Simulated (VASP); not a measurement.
# BAs (F-43m) in VASP: a series of runs, part 2 of 2

VASP 6.6.1.

### 3 Single point, SVWN5

This run uses another cell than the first one, of 13.24 Å³/atom.

File INCAR:

```
ALGO = Normal
EDIFF = 1E-6
ENCUT = 560
GGA = VW
GGA_COMPAT = F
ISIF = 2
ISMEAR = -1
LASPH = T
LCHARG = F
LREAL = F
LWAVE = F
NBANDS = 16
NELM = 120
PREC = Accurate
SIGMA = 0.05
```

File KPOINTS:

```
k-points
0
Gamma
  10 10 10
```

File POSCAR:

```
BAs
1.0
    0.0000000000      2.3656162647      2.3656162647
    2.3656162647      0.0000000000      2.3656162647
    2.3656162647      2.3656162647      0.0000000000
As B
1 1
Direct
    0.7500000000      0.7500000000      0.7500000000
    0.0000000000      0.0000000000      0.0000000000
```

Potentials or basis: VASP PAW PBE potentials, release 64 (As_d, B).

The run is started by

```bash
$ cat potpaw_PBE.64/As_d/POTCAR potpaw_PBE.64/B/POTCAR > POTCAR
$ mpirun -np 1 vasp_std > vasp.out
```

OUTCAR:

```text
EDIFF = 1E-6
   ENCUT = 560
   GGA = VW
   ISIF = 2
   ISMEAR = -1
   LASPH = T
   LREAL = F
   NELM = 120
   PREC = Accurate

 ion  position               nearest neighbor table
   1  0.750  0.750  0.750-   2 2.05   2 2.05   2 2.05   2 2.05
   2  0.000  0.000  0.000-   1 2.05   1 2.05   1 2.05   1 2.05

  LATTYP: Found a face centered cubic cell.
 ALAT       =     4.7312325294

  Lattice vectors:

 A1 = (   0.0000000000,   2.3656162647,   2.3656162647)
 A2 = (   2.3656162647,   0.0000000000,   2.3656162647)
 A3 = (   2.3656162647,   2.3656162647,   0.0000000000)

Analysis of symmetry for initial positions (statically):
=====================================================================
 Subroutine PRICEL returns:
 Original cell was already a primitive cell.

 Routine SETGRP: Setting up the symmetry group for a
 face centered cubic supercell.

 Subroutine GETGRP returns: Found 24 space group operations
 (whereof 24 operations were pure point group operations)
 out of a pool of 48 trial point group operations.

The static configuration has the point symmetry T_d .

Analysis of symmetry for dynamics (positions and initial velocities):
=====================================================================
 Subroutine PRICEL returns:
 Original cell was already a primitive cell.

 Routine SETGRP: Setting up the symmetry group for a
 face centered cubic supercell.

 Subroutine GETGRP returns: Found 24 space group operations
 (whereof 24 operations were pure point group operations)
 out of a pool of 48 trial point group operations.

The dynamic configuration has the point symmetry T_d .

 Subroutine INISYM returns: Found 24 space group operations
 (whereof 24 operations are pure point group operations),
[... 104 lines left out ...]
   POTIM  = 0.5000    time-step for ionic-motion
   TEBEG  =    0.0;   TEEND  =   0.0 temperature during run
   PSTRESS=    0.0 pullay stress
   NELECT =      18.0000    total number of electrons
   NUPDOWN=      -1.0000    fix difference up-down
   EMIN   =  10.00;   EMAX   =-10.00  energy-range for DOS
   EFERMI =   0.00;   METHOD = LEGACY
   ISMEAR =    -1;   SIGMA  =   0.05  broadening in eV -4-tet -1-fermi 0-gaus
   EFERMI_NEDOS =   21; number of points for ismear=-14 and -15
   IALGO  =     38    algorithm
   IMIX   =      4    mixing-type and parameters
     AMIX     =   0.40;   BMIX     =  1.00
     AMIX_MAG =   1.60;   BMIX_MAG =  1.00
  volume/ion in A,a.u.               =      13.24        89.34
  Fermi-wavevector in a.u.,A,eV,Ry     =   1.439499  2.720259 28.193413  2.072157
  Thomas-Fermi vector in A             =   2.558348
   LORBIT       =      0    0 simple, 1 ext, 2 COOP (PROOUT), +10 PAW based schemes
   GGA     = VW    functional components
   LHFCALC =     F    Hartree Fock is set to
   AEXX    =    0.0000 exact exchange contribution
   IVDW    =     0    specifies the selected vdW correction
   LEPSILON=     F    determine dielectric tensor
   LRPA    =     F    only Hartree local field effects (RPA)
 non-spin polarized calculation
  energy-cutoff  :      560.00
  volume of cell :       26.48
 maximum number of plane-waves:       821
 NGX is ok and might be reduce to    28
   NGX = 13   NGY = 13   NGZ = 13

 number of electron      18.0000004 magnetization

 Free energy of the ion-electron system (eV)
  ---------------------------------------------------
  ext. energy  EPLUGINS =         0.00000000
  ---------------------------------------------------
  free energy    TOTEN  =       -12.78750869 eV

  energy without entropy =      -12.78750852  energy(sigma->0) =      -12.78750860

 E-fermi :   5.3384     XC(G=0): -11.5744

 val. band max:        4.8029972163   @ k =   0.0000   0.0000   0.0000
 cond. band min:       5.9085490472   @ k =   0.4000   0.4000   0.0000
 fundamental gap:      1.1055518309
 Fermi energy:         5.3383930222

 k-point     1 :       0.0000    0.0000    0.0000
  band No.  band energies     occupation
      1     -30.9166      2.00000
      2     -30.9166      2.00000
      3     -30.9166      2.00000
      4     -30.8890      2.00000
      5     -30.8890      2.00000
      6     -10.8557      2.00000
[... 433 lines left out ...]
      3     -30.9025      2.00000
      4     -30.8939      2.00000
      5     -30.8837      2.00000
      6      -8.1535      2.00000
[... 8 lines left out ...]
     15      20.8166      0.00000
     16      21.2223      0.00000

 [... further k-points ...]
[... 5 lines left out ...]
  --------------------------------------------------------------------------------------
  -------------------------------------------------------------------------------------
  Total        0.0162146      0.0162146      0.0162146      0.0000000     -0.0000000     -0.0000000
  in kB        0.9811924      0.9811924      0.9811924      0.0000000     -0.0000000     -0.0000000
  external PRESSURE =       0.9811924 kB  Pullay stress =       0.0000000 kB

 VOLUME and BASIS-vectors are now :
 -----------------------------------------------------------------------------
  energy-cutoff  :      560.00
  volume of cell :       26.48
      direct lattice vectors                 reciprocal lattice vectors
     0.000000000  2.365616265  2.365616265    -0.211361415  0.211361415  0.211361415
     2.365616265  0.000000000  2.365616265     0.211361415 -0.211361415  0.211361415
     2.365616265  2.365616265  0.000000000     0.211361415  0.211361415 -0.211361415

 POSITION                                       TOTAL-FORCE (eV/Angst)
 -----------------------------------------------------------------------------------
      3.54842      3.54842      3.54842        -0.000000     -0.000000     -0.000000
      0.00000      0.00000      0.00000         0.000000      0.000000      0.000000
 -----------------------------------------------------------------------------------
    total drift:                               -0.000001     -0.000001     -0.000001

  FREE ENERGIE OF THE ION-ELECTRON SYSTEM (eV)
  ---------------------------------------------------
  free  energy   TOTEN  =       -12.7875086858 eV

  energy  without entropy=      -12.7875085194  energy(sigma->0) =      -12.78750860
```

OSZICAR:

```text
N       E                     dE             d eps       ncg     rms          rms(c)
DAV:   1     0.867731123460E+02    0.86773E+02   -0.84890E+03  1800   0.552E+03
DAV:   2    -0.422933830970E+01   -0.91002E+02   -0.85753E+02  1720   0.617E+02
DAV:   3    -0.133139312671E+02   -0.90846E+01   -0.90398E+01  1736   0.895E+01
DAV:   4    -0.135223794115E+02   -0.20845E+00   -0.20842E+00  1872   0.144E+01
DAV:   5    -0.135248995025E+02   -0.25201E-02   -0.25201E-02  1808   0.189E+00    0.525E+00
DAV:   6    -0.128844906524E+02    0.64041E+00   -0.85993E-01  1920   0.644E+00    0.255E+00
DAV:   7    -0.127999394713E+02    0.84551E-01   -0.15304E-01  1984   0.256E+00    0.997E-01
DAV:   8    -0.127876431232E+02    0.12296E-01   -0.18126E-02  2048   0.172E+00    0.115E-01
DAV:   9    -0.127875118138E+02    0.13131E-03   -0.97305E-04  1848   0.637E-01    0.476E-02
DAV:  10    -0.127875103105E+02    0.15033E-05   -0.14984E-04  2016   0.288E-01    0.121E-02
DAV:  11    -0.127875087730E+02    0.15375E-05   -0.10395E-05  1928   0.734E-02    0.539E-03
DAV:  12    -0.127875086858E+02    0.87220E-07   -0.12973E-06   976   0.305E-02
   1 F= -.12787509E+02 E0= -.12787509E+02  d E =-.166393E-06
```

Wall time 25 s (1 thread of Intel Xeon Platinum 8259CL at 2.50GHz (Skylake/Cascade Lake), shared host); peak memory 0.15 GiB.

What came out:

| Item | Value |
| --- | --- |
| Free energy | -12.7875 eV |
| Pressure | 0.1 GPa |
| Band gap on the k mesh | 1.11 eV (least direct gap 3.29 eV) |

Levels at points of the mesh, in eV from the valence-band top:
```tsv
k point	band 6	band 7	band 8	band 9	band 10	band 11	band 12	band 13
(0.00, 0.00, 0.00)	-15.66	0.00	0.00	0.00	3.29	3.29	3.29	5.03
(0.50, 0.00, 0.00)	-12.70	-8.96	-1.87	-1.87	2.85	4.80	4.80	8.77
(0.50, 0.50, 0.00)	-11.39	-8.57	-4.20	-4.20	1.32	1.40	11.55	11.55
```

Caveat: the PAW data sets were made with another functional, which shifts forces and pressure a little. A k mesh can miss the band edges.

### 4 Single point, LDA

This run uses another cell than the first one, of 12.81 Å³/atom.

File INCAR:

```
  PREC = Accurate
  ENCUT = 560
  EDIFF = 1E-6
  ISMEAR = -1
  SIGMA = 0.05
  LREAL = F
  LASPH = T
  NELM = 120
  ALGO = Normal
  ISIF = 2
  LWAVE = F
  LCHARG = T
  LELF = T
  LVHAR = T
  NBANDS = 16
  GGA_COMPAT = F
```

File KPOINTS:

```
regular mesh
0
Gamma
  10 10 10
```

File POSCAR:

```
BAs
1.0
    0.0000000000      2.3397414207      2.3397414207
    2.3397414207      0.0000000000      2.3397414207
    2.3397414207      2.3397414207      0.0000000000
As B
1 1
Direct
    0.7500000000      0.7500000000      0.7500000000
    0.0000000000      0.0000000000      0.0000000000
```

Potentials or basis: VASP PAW LDA potentials, release 64 (As_d, B).

The run is started by

```bash
$ cat potpaw_LDA.64/As_d/POTCAR potpaw_LDA.64/B/POTCAR > POTCAR
$ mpirun -np 1 vasp_std > vasp.out
```

Run time: 30 s. Hardware: 1 thread of Intel Xeon Platinum 8259CL at 2.50GHz (Skylake/Cascade Lake), shared host; peak memory 0.15 GiB.

The run converged. Its results:

| Quantity | Value |
| --- | --- |
| Free energy | -12.9261 eV |
| Pressure | 6.4 GPa |
| Band gap on the k mesh | 1.07 eV (least direct gap 3.33 eV) |

Levels at points of the mesh, in eV from the valence-band top:
| k point | band 7 | band 8 | band 9 | band 10 | band 11 | band 12 |
| --- | --- | --- | --- | --- | --- | --- |
| (0.00, 0.00, 0.00) | 0.00 | 0.00 | 0.00 | 3.33 | 3.33 | 3.33 |
| (0.50, 0.00, 0.00) | -9.21 | -1.92 | -1.92 | 3.06 | 4.83 | 4.83 |
| (0.50, 0.50, 0.00) | -8.77 | -4.33 | -4.33 | 1.29 | 1.35 | 11.87 |

Caveat: the cell stands under pressure. A k mesh can miss the band edges.

### 5 Summary

| level | potentials or basis | cell | gap on the mesh (eV) | pressure (GPa) |
| --- | --- | --- | --- | --- |
| RPBE+D4 | VASP PAW PBE potentials, release 64 (As_d, B) | a = 3.378 Å, angles 60.0°, 2 atoms | 1.22 | -4.9 |
| SVWN5 | VASP PAW PBE potentials, release 64 (As_d, B) | a = 3.345 Å, angles 60.0°, 2 atoms | 1.11 | 0.1 |
| LDA | VASP PAW LDA potentials, release 64 (As_d, B) | a = 3.309 Å, angles 60.0°, 2 atoms | 1.07 | 6.4 |

Alike in all rows: task single point; no spin polarisation; k mesh 10 × 10 × 10; cutoff (eV) 560; smearing fermi-dirac 0.05 eV.

Caveats: the PAW data sets were made with another functional, which shifts forces and pressure a little (at least some runs); the cell stands under tension (at least some runs); the cell stands under pressure (at least some runs).

Absolute energies hang on the potentials; compare differences alone.
